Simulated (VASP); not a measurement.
# CsBr (CsCl type) (Pm-3m) in VASP: further runs, part 2 of 2

VASP 6.6.1. Earlier steps stand in the parts before.

## Step 3: Single point, PBE (volume scaled by 0.4)

Contents of INCAR:

```
PREC = Accurate
ENCUT = 500
EDIFF = 1E-6
ISMEAR = -1
SIGMA = 0.1
LREAL = F
LASPH = T
NELM = 120
ALGO = Normal
ISIF = 2
LWAVE = F
LCHARG = F
GGA = PE
NBANDS = 15
GGA_COMPAT = F
```

Contents of KPOINTS:

```
Automatic mesh
0
Gamma
  11 11 11
```

Contents of POSCAR:

```
CsBr
1.0
    3.2332705498      0.0000000000      0.0000000000
    0.0000000000      3.2332705498      0.0000000000
    0.0000000000      0.0000000000      3.2332705498
Cs Br
1 1
Direct
    0.0000000000      0.0000000000      0.0000000000
    0.5000000000      0.5000000000      0.5000000000
```

Potentials or basis: VASP PAW PBE potentials, release 64 (Cs_sv, Br).

Command:

```
> cat potpaw_PBE.64/Cs_sv/POTCAR potpaw_PBE.64/Br/POTCAR > POTCAR
> mpirun -np 1 vasp_std > vasp.out
```

OUTCAR:

```text
PREC = Accurate
   ENCUT = 500
   EDIFF = 1E-6
   ISMEAR = -1
   LREAL = F
   LASPH = T
   NELM = 120
   ISIF = 2
   GGA = PE

 ion  position               nearest neighbor table
   1  0.000  0.000  0.000-   2 2.80   2 2.80   2 2.80   2 2.80   2 2.80   2 2.80   2 2.80   2 2.80

   2  0.500  0.500  0.500-   1 2.80   1 2.80   1 2.80   1 2.80   1 2.80   1 2.80   1 2.80   1 2.80

  LATTYP: Found a simple cubic cell.
 ALAT       =     3.2332705498

  Lattice vectors:

 A1 = (   3.2332705498,   0.0000000000,   0.0000000000)
 A2 = (   0.0000000000,   3.2332705498,   0.0000000000)
 A3 = (   0.0000000000,   0.0000000000,   3.2332705498)

Analysis of symmetry for initial positions (statically):
=====================================================================
 Subroutine PRICEL returns:
 Original cell was already a primitive cell.

 Routine SETGRP: Setting up the symmetry group for a
 simple cubic supercell.

 Subroutine GETGRP returns: Found 48 space group operations
 (whereof 48 operations were pure point group operations)
 out of a pool of 48 trial point group operations.

The static configuration has the point symmetry O_h .

Analysis of symmetry for dynamics (positions and initial velocities):
=====================================================================
 Subroutine PRICEL returns:
 Original cell was already a primitive cell.

 Routine SETGRP: Setting up the symmetry group for a
 simple cubic supercell.

 Subroutine GETGRP returns: Found 48 space group operations
 (whereof 48 operations were pure point group operations)
 out of a pool of 48 trial point group operations.

The dynamic configuration has the point symmetry O_h .

 Subroutine INISYM returns: Found 48 space group operations
 (whereof 48 operations are pure point group operations),
 and found     1 'primitive' translations

[... 116 lines left out ...]
  Fermi-wavevector in a.u.,A,eV,Ry     =   1.275869  2.411043 22.148134  1.627842
  Thomas-Fermi vector in A             =   2.408557
   LORBIT       =      0    0 simple, 1 ext, 2 COOP (PROOUT), +10 PAW based schemes
   GGA     = PE    functional components
   LHFCALC =     F    Hartree Fock is set to
   AEXX    =    0.0000 exact exchange contribution
   IVDW    =     0    specifies the selected vdW correction
   LEPSILON=     F    determine dielectric tensor
   LRPA    =     F    only Hartree local field effects (RPA)
 non-spin polarized calculation
  energy-cutoff  :      500.00
  volume of cell :       33.80
 maximum number of plane-waves:       876
 NGX is ok and might be reduce to    24
   NGX = 11   NGY = 11   NGZ = 11

 number of electron      16.0000000 magnetization

 Free energy of the ion-electron system (eV)
  ---------------------------------------------------
  ext. energy  EPLUGINS =         0.00000000
  ---------------------------------------------------
  free energy    TOTEN  =         1.31293508 eV

  energy without entropy =        1.31447384  energy(sigma->0) =        1.31370446

 E-fermi :   8.9934     XC(G=0): -12.3894

 val. band max:        8.8413607991   @ k =   0.0000   0.0000   0.0000
 cond. band min:       9.0704885393   @ k =   0.0000   0.0000   0.0000
 fundamental gap:      0.2291277402
 Fermi energy:         8.9933851665

 k-point     1 :       0.0000    0.0000    0.0000
  band No.  band energies     occupation
      1     -14.8354      2.00000
      2      -6.0368      2.00000
      3       0.3104      2.00000
      4       0.3104      2.00000
      5       0.3104      2.00000
      6       8.8414      1.64115
      7       8.8414      1.64115
      8       8.8414      1.64115
      9       9.0705      0.63251
     10       9.0705      0.63251
     11      18.5145      0.00000
     12      18.5145      0.00000
     13      18.5145      0.00000
     14      19.2770      0.00000
[... 401 lines left out ...]
      2      -7.6184      2.00000
      3      -0.7704      2.00000
      4       0.5950      2.00000
      5       1.9970      2.00000
      6       5.2262      2.00000
      7       6.7181      2.00000
      8       7.8224      1.99998
      9      11.0005      0.00000
     10      14.0661      0.00000
     11      16.4080      0.00000
     12      16.7620      0.00000
     13      19.4402      0.00000
     14      20.1630      0.00000
     15      21.3387      0.00000

 [... further k-points ...]
[... 5 lines left out ...]
  --------------------------------------------------------------------------------------
  -------------------------------------------------------------------------------------
  Total       23.6458668     23.6458668     23.6458668     -0.0000000     -0.0000000     -0.0000000
  in kB     1120.8298317   1120.8298317   1120.8298317     -0.0000000     -0.0000000     -0.0000000
  external PRESSURE =    1120.8298317 kB  Pullay stress =       0.0000000 kB

 VOLUME and BASIS-vectors are now :
 -----------------------------------------------------------------------------
  energy-cutoff  :      500.00
  volume of cell :       33.80
      direct lattice vectors                 reciprocal lattice vectors
     3.233270550  0.000000000  0.000000000     0.309284356  0.000000000  0.000000000
     0.000000000  3.233270550  0.000000000     0.000000000  0.309284356  0.000000000
     0.000000000  0.000000000  3.233270550     0.000000000  0.000000000  0.309284356

 POSITION                                       TOTAL-FORCE (eV/Angst)
 -----------------------------------------------------------------------------------
      0.00000      0.00000      0.00000         0.000000      0.000000      0.000000
      1.61664      1.61664      1.61664         0.000000      0.000000      0.000000
 -----------------------------------------------------------------------------------
    total drift:                                0.000000     -0.000000     -0.000000

  FREE ENERGIE OF THE ION-ELECTRON SYSTEM (eV)
  ---------------------------------------------------
  free  energy   TOTEN  =         1.3129350758 eV

  energy  without entropy=        1.3144738426  energy(sigma->0) =        1.31370446
```

OSZICAR:

```text
N       E                     dE             d eps       ncg     rms          rms(c)
DAV:   1     0.855140121399E+02    0.85514E+02   -0.77416E+03  1680   0.980E+02
DAV:   2     0.459949055939E+01   -0.80915E+02   -0.71967E+02  2357   0.175E+02
DAV:   3     0.100348852891E+01   -0.35960E+01   -0.35762E+01  2121   0.382E+01
DAV:   4     0.991140910475E+00   -0.12348E-01   -0.12346E-01  2058   0.254E+00
DAV:   5     0.991097745914E+00   -0.43165E-04   -0.43163E-04  2149   0.142E-01    0.106E+01
DAV:   6     0.126486428952E+01    0.27377E+00   -0.27042E-01  1939   0.400E+00    0.563E+00
DAV:   7     0.131158681388E+01    0.46723E-01   -0.20858E-01  2163   0.325E+00    0.103E+00
DAV:   8     0.131250239190E+01    0.91558E-03   -0.29035E-02  1911   0.130E+00    0.121E-01
DAV:   9     0.131294995191E+01    0.44756E-03   -0.17440E-03  1988   0.375E-01    0.623E-02
DAV:  10     0.131292382843E+01   -0.26123E-04   -0.23092E-04  2149   0.107E-01    0.364E-02
DAV:  11     0.131293438682E+01    0.10558E-04   -0.20762E-05  2023   0.359E-02    0.581E-03
DAV:  12     0.131293507577E+01    0.68894E-06   -0.21470E-06  1915   0.129E-02
   1 F= 0.13129351E+01 E0= 0.13137045E+01  d E =-.153877E-02
```

Wall time 22 s (1 thread of AMD EPYC 7R43 (Zen 3), shared host); peak memory 0.12 GiB.

Results:

```
Free energy            : 1.3129 eV
Pressure               : 112.1 GPa
Band gap on the k mesh : 0.23 eV, direct
```

Levels at points of the mesh, in eV from the valence-band top:
| k point | band 5 | band 6 | band 7 | band 8 | band 9 | band 10 | band 11 | band 12 |
| --- | --- | --- | --- | --- | --- | --- | --- | --- |
| (0.00, 0.00, 0.00) | -8.53 | 0.00 | 0.00 | 0.00 | 0.23 | 0.23 | 9.67 | 9.67 |

Caveat: spin-orbit coupling is left out, which moves the levels of the heavy elements. A k mesh can miss the band edges.
